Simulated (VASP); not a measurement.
# ZrC (P-6m2) in VASP: notebook

Runs on ZrC. Level: PBE. Tasks: single point, relaxation of cell and atoms.

Everything below comes from runs of VASP 6.6.1. Logs are shortened: lines on timing, memory, paths and dates and some standing lists are left out, and cuts for length are marked.

### 1 The cell of the first run

It takes space group P-6m2 (No. 187, hexagonal). Conventional cell: a = 3.263 Å, b = 3.263 Å, c = 2.946 Å, α = 90.00°, β = 90.00°, γ = 120.00°. Within 3.2 Å of Zr (site symmetry -6m2) lie 6 C at 2.39 Å and 2 Zr at 2.95 Å. C (site symmetry -6m2) has 6 Zr at 2.39 Å and 2 C at 2.95 Å within 3.2 Å.

### 2 Single point, PBE

INCAR reads:

```
ALGO     = Normal         # electronic algorithm
EDIFF    = 1E-7           # SCF threshold, eV
ENCUT    = 520            # plane-wave cutoff, eV
GGA      = PE             # functional
ISIF     = 2              # what is computed and relaxed
ISMEAR   = 0              # smearing method
LASPH    = True           # aspherical terms in the spheres
LCHARG   = False          # write CHGCAR
LREAL    = False          # projectors in reciprocal space
LWAVE    = False          # write WAVECAR
NBANDS   = 15             # bands
NELM     = 80             # most SCF steps
PREC     = Accurate       # precision mode
SIGMA    = 0.05           # smearing width, eV
```

KPOINTS reads:

```
k-points
0
Gamma
  8 8 6
```

POSCAR reads:

```
ZrC
1.0
    3.2631702359      0.0000000000      0.0000000000
   -1.6315851180      2.8259883211      0.0000000000
    0.0000000000      0.0000000000      2.9461002036
Zr C
1 1
Direct
    0.0000000000      0.0000000000      0.0000000000
    0.6666666667      0.3333333333      0.5000000000
```

Potentials or basis: VASP PAW PBE potentials, release 64 (Zr_sv, C).

On the command line:

```
cat potpaw_PBE.64/Zr_sv/POTCAR potpaw_PBE.64/C/POTCAR > POTCAR
mpirun -np 1 vasp_std > vasp.out
```

OUTCAR:

```text
EDIFF = 1E-7
   ENCUT = 520
   GGA = PE
   ISIF = 2
   ISMEAR = 0
   LASPH = True
   LREAL = False
   NELM = 80
   PREC = Accurate

 ion  position               nearest neighbor table
   1  0.000  0.000  0.000-   2 2.39   2 2.39   2 2.39   2 2.39   2 2.39   2 2.39
   2  0.667  0.333  0.500-   1 2.39   1 2.39   1 2.39   1 2.39   1 2.39   1 2.39

  LATTYP: Found a hexagonal cell.
 ALAT       =     3.2631702359
 C/A-ratio  =     0.9028337447

  Lattice vectors:

 A1 = (   3.2631702359,   0.0000000000,   0.0000000000)
 A2 = (  -1.6315851180,   2.8259883211,   0.0000000000)
 A3 = (   0.0000000000,   0.0000000000,   2.9461002036)

Analysis of symmetry for initial positions (statically):
=====================================================================
 Subroutine PRICEL returns:
 Original cell was already a primitive cell.

 Routine SETGRP: Setting up the symmetry group for a
 hexagonal supercell.

 Subroutine GETGRP returns: Found 12 space group operations
 (whereof 12 operations were pure point group operations)
 out of a pool of 24 trial point group operations.

The static configuration has the point symmetry D_3h.

Analysis of symmetry for dynamics (positions and initial velocities):
=====================================================================
 Subroutine PRICEL returns:
 Original cell was already a primitive cell.

 Routine SETGRP: Setting up the symmetry group for a
 hexagonal supercell.

 Subroutine GETGRP returns: Found 12 space group operations
 (whereof 12 operations were pure point group operations)
 out of a pool of 24 trial point group operations.

The dynamic configuration has the point symmetry D_3h.

 Subroutine INISYM returns: Found 12 space group operations
 (whereof 12 operations are pure point group operations),
 and found     1 'primitive' translations

----------------------------------------------------------------------------------------

                                     Primitive cell

  volume of cell :      27.1680

  direct lattice vectors                    reciprocal lattice vectors
     3.263170236  0.000000000  0.000000000     0.306450454  0.176929252  0.000000000
    -1.631585118  2.825988321  0.000000000     0.000000000  0.353858504  0.000000000
     0.000000000  0.000000000  2.946100204     0.000000000  0.000000000  0.339431768

  length of vectors
[... 83 lines left out ...]
   LREAL  =      F    real-space projection
   EDIFFG = 0.1E-05   stopping-criterion for IOM
   NSW    =      0    number of steps for IOM
   IBRION =     -1    ionic relax: 0-MD 1-quasi-New 2-CG
   NFREE  =      0    steps in history (QN), initial steepest desc. (CG)
   ISIF   =      2    stress and relaxation
   ISYM   =      2    0-nonsym 1-usesym 2-fastsym
   POTIM  = 0.5000    time-step for ionic-motion
   TEBEG  =    0.0;   TEEND  =   0.0 temperature during run
   PSTRESS=    0.0 pullay stress
   NELECT =      16.0000    total number of electrons
   NUPDOWN=      -1.0000    fix difference up-down
   EMIN   =  10.00;   EMAX   =-10.00  energy-range for DOS
   EFERMI =   0.00;   METHOD = LEGACY
   ISMEAR =     0;   SIGMA  =   0.05  broadening in eV -4-tet -1-fermi 0-gaus
   EFERMI_NEDOS =   21; number of points for ismear=-14 and -15
   IALGO  =     38    algorithm
   IMIX   =      4    mixing-type and parameters
     AMIX     =   0.40;   BMIX     =  1.00
     AMIX_MAG =   1.60;   BMIX_MAG =  1.00
  volume/ion in A,a.u.               =      13.58        91.67
  Fermi-wavevector in a.u.,A,eV,Ry     =   1.372236  2.593151 25.620218  1.883033
  Thomas-Fermi vector in A             =   2.497862
   LORBIT       =      0    0 simple, 1 ext, 2 COOP (PROOUT), +10 PAW based schemes
   GGA     = PE    functional components
   LHFCALC =     F    Hartree Fock is set to
   AEXX    =    0.0000 exact exchange contribution
   IVDW    =     0    specifies the selected vdW correction
   LEPSILON=     F    determine dielectric tensor
   LRPA    =     F    only Hartree local field effects (RPA)
 non-spin polarized calculation
 Gauss-broadening in eV      SIGMA  =   0.05
  energy-cutoff  :      520.00
  volume of cell :       27.17
 maximum number of plane-waves:       746
   NGX = 13   NGY = 13   NGZ = 11

 number of electron      16.0000000 magnetization

 Free energy of the ion-electron system (eV)
  ---------------------------------------------------
  ext. energy  EPLUGINS =         0.00000000
  ---------------------------------------------------
  free energy    TOTEN  =       -18.01570343 eV

  energy without entropy =      -18.01453879  energy(sigma->0) =      -18.01512111

 E-fermi :   9.0313     XC(G=0): -11.8421

 val. band max:        8.8831935728   @ k =   0.2500   0.2500   0.5000
 cond. band min:       9.0375486785   @ k =   0.2500   0.1250   0.0000
 fundamental gap:      0.1543551057
 Fermi energy:         9.0312952621

 k-point     1 :       0.0000    0.0000    0.0000
  band No.  band energies     occupation
      1     -39.2106      2.00000
      2     -17.0083      2.00000
      3     -17.0083      2.00000
      4     -16.6175      2.00000
      5      -1.9697      2.00000
      6       7.4463      2.00000
      7       7.4463      2.00000
      8       7.7672      2.00000
      9      10.6837      0.00000
     10      14.2395      0.00000
     11      14.2439      0.00000
     12      14.2439      0.00000
     13      15.2119      0.00000
     14      15.2119      0.00000
[... 401 lines left out ...]
      2     -17.5085      2.00000
      3     -17.3750      2.00000
      4     -17.0491      2.00000
      5       0.0743      2.00000
      6       5.2904      2.00000
      7       7.3971      2.00000
      8       7.4030      2.00000
      9      10.2933      0.00000
     10      13.3506      0.00000
     11      14.0255      0.00000
     12      15.9921      0.00000
     13      16.9049      0.00000
     14      20.2286      0.00000
     15      21.7866      0.00000

 [... further k-points ...]
[... 5 lines left out ...]
  --------------------------------------------------------------------------------------
  -------------------------------------------------------------------------------------
  Total        0.0346109      0.0346109      0.0376196     -0.0000000      0.0000000     -0.0000000
  in kB        2.0411073      2.0411073      2.2185387     -0.0000000      0.0000000     -0.0000000
  external PRESSURE =       2.1002511 kB  Pullay stress =       0.0000000 kB

 VOLUME and BASIS-vectors are now :
 -----------------------------------------------------------------------------
  energy-cutoff  :      520.00
  volume of cell :       27.17
      direct lattice vectors                 reciprocal lattice vectors
     3.263170236  0.000000000  0.000000000     0.306450454  0.176929252  0.000000000
    -1.631585118  2.825988321  0.000000000     0.000000000  0.353858504  0.000000000
     0.000000000  0.000000000  2.946100204     0.000000000  0.000000000  0.339431768

 POSITION                                       TOTAL-FORCE (eV/Angst)
 -----------------------------------------------------------------------------------
      0.00000      0.00000      0.00000         0.000000      0.000000      0.000000
      1.63159      0.94200      1.47305        -0.000000     -0.000000      0.000000
 -----------------------------------------------------------------------------------
    total drift:                                0.000000     -0.000000      0.000000

  FREE ENERGIE OF THE ION-ELECTRON SYSTEM (eV)
  ---------------------------------------------------
  free  energy   TOTEN  =       -18.0157034299 eV

  energy  without entropy=      -18.0145387877  energy(sigma->0) =      -18.01512111
```

OSZICAR:

```text
N       E                     dE             d eps       ncg     rms          rms(c)
DAV:   1     0.105385724551E+03    0.10539E+03   -0.87110E+03  1208   0.108E+03
DAV:   2    -0.174003163699E+02   -0.12279E+03   -0.11466E+03  1543   0.285E+02
DAV:   3    -0.219413255680E+02   -0.45410E+01   -0.45096E+01  1817   0.488E+01
DAV:   4    -0.219921154338E+02   -0.50790E-01   -0.50766E-01  1466   0.539E+00
DAV:   5    -0.219928141968E+02   -0.69876E-03   -0.69876E-03  1819   0.453E-01    0.188E+01
DAV:   6    -0.182855843678E+02    0.37072E+01   -0.77471E+00  1411   0.240E+01    0.630E+00
DAV:   7    -0.180412991027E+02    0.24429E+00   -0.75845E-01  1312   0.735E+00    0.580E+00
DAV:   8    -0.180445700269E+02   -0.32709E-02   -0.33601E-01  1536   0.467E+00    0.383E+00
DAV:   9    -0.180155734674E+02    0.28997E-01   -0.58915E-02  1389   0.182E+00    0.271E-01
DAV:  10    -0.180157303594E+02   -0.15689E-03   -0.15658E-03  1488   0.409E-01    0.634E-02
DAV:  11    -0.180157059476E+02    0.24412E-04   -0.78040E-05  1548   0.774E-02    0.222E-02
DAV:  12    -0.180157031931E+02    0.27544E-05   -0.44434E-06  1536   0.198E-02    0.466E-03
DAV:  13    -0.180157035164E+02   -0.32326E-06   -0.50616E-07  1536   0.605E-03    0.141E-03
DAV:  14    -0.180157034299E+02    0.86500E-07   -0.24189E-08   852   0.126E-03
   1 F= -.18015703E+02 E0= -.18015121E+02  d E =-.116464E-02
```

Wall time 5.8 s (1 thread of Intel Xeon 6975P-C (Granite Rapids), shared host); peak memory 0.14 GiB.

What came out:

```
Free energy            : -18.0157 eV
Pressure               : 0.2 GPa
Band gap on the k mesh : zero (band 8 reaches 9.09 eV, above the bottom of band 9 at 9.04 eV)
```

Levels at points of the mesh, in eV from the Fermi level:
```
           k point  band 4  band 5  band 6  band 7  band 8  band 9  band 10  band 11  band 12  band 13
(0.00, 0.00, 0.00)  -25.65  -11.00   -1.58   -1.58   -1.26    1.65     5.21     5.21     5.21     6.18
(0.50, 0.00, 0.00)  -25.55   -8.99   -4.10   -0.87   -0.62    0.36     4.61     5.16     5.36     7.33
(0.00, 0.00, 0.50)  -25.92   -8.16   -5.01   -0.55   -0.55    1.69     1.69     4.80     4.80     5.54
(0.50, 0.00, 0.50)  -26.07   -9.04   -3.59   -2.28   -2.09    2.00     5.41     6.50     6.85     8.67
```

### 3 Relaxation of cell and atoms, PBE

This run uses another cell than the first one, of 12.22 Å³/atom, 0.899 times its volume.

INCAR reads:

```
PREC = Accurate
ENCUT = 600
EDIFF = 1E-7
ISMEAR = 0
SIGMA = 0.05
LREAL = F
LASPH = T
NELM = 100
ALGO = Normal
ISIF = 3
LWAVE = F
LCHARG = F
GGA = PE
IBRION = 2
NSW = 80
EDIFFG = -0.03
```

KPOINTS reads:

```
regular mesh
0
Gamma
  8 8 6
```

POSCAR reads:

```
ZrC
1.0
    3.0690055015      0.0000000000      0.0000000000
   -1.5345027508      2.6578367287      0.0000000000
    0.0000000000      0.0000000000      2.9951973183
Zr C
1 1
Direct
    0.0000000000      0.0000000000      0.0000000000
    0.6666666667      0.3333333333      0.5000000000
```

Potentials or basis: VASP PAW PBE potentials, release 64 (Zr_sv, C).

On the command line:

```
cat potpaw_PBE.64/Zr_sv/POTCAR potpaw_PBE.64/C/POTCAR > POTCAR
mpirun -np 1 vasp_std > vasp.out
```

It took 32 s on 1 thread of Intel Xeon 6975P-C (Granite Rapids), shared host; peak memory 0.16 GiB.

It converged, with:

```yaml
Free_energy: -18.0140 eV
Relaxed_volume: 13.61 Å³/atom
Relaxed_cell: a = 3.265 Å, b = 3.265 Å, c = 2.948 Å, α = 90.00°, β = 90.00°, γ = 120.00°
Space_group_after_relaxing_to_0.05_Å: P-6m2 (No. 187)
Energy_gained_by_relaxing: 149.4 meV/atom
Ionic_steps: 6
Pressure_after_relaxing: -0.1 GPa
Band_gap_on_the_k_mesh: zero (band 8 reaches 9.06 eV, above the bottom of band 9 at 9.02 eV)
```

Stress tensor (GPa, compression positive):
```
-0.09  0.00  0.00
 0.00 -0.09  0.00
 0.00  0.00 -0.26
```

The path:
```tsv
step	energy change (eV)	largest force (eV/Å)	pressure (GPa)	volume (Å³)
1	0.0000	0.0000	21.84	24.43
2	-0.0909	0.0000	-17.07	30.68
3	-0.2857	0.0000	-2.94	27.60
4	-0.2857	0.0000	-2.55	27.54
5	-0.2919	0.0000	2.29	26.94
6	-0.2987	0.0000	-0.14	27.21
```

Final structure:
```xyz
2
Lattice="3.2646 0.0000 0.0000 -1.6323 2.8273 0.0000 0.0000 0.0000 2.9482" Properties=species:S:1:pos:R:3 pbc="T T T"
Zr    0.0000    0.0000    0.0000
C     1.6323    0.9424    1.4741
```

Levels at points of the mesh, in eV from the Fermi level:
| k point | band 6 | band 7 | band 8 | band 9 | band 10 | band 11 |
| --- | --- | --- | --- | --- | --- | --- |
| (0.00, 0.00, 0.00) | -1.58 | -1.58 | -1.26 | 1.65 | 5.20 | 5.20 |
| (0.50, 0.00, 0.00) | -4.10 | -0.87 | -0.62 | 0.36 | 4.60 | 5.15 |
| (0.00, 0.00, 0.50) | -5.01 | -0.55 | -0.55 | 1.69 | 1.69 | 4.80 |
| (0.50, 0.00, 0.50) | -3.59 | -2.28 | -2.09 | 1.99 | 5.40 | 6.49 |
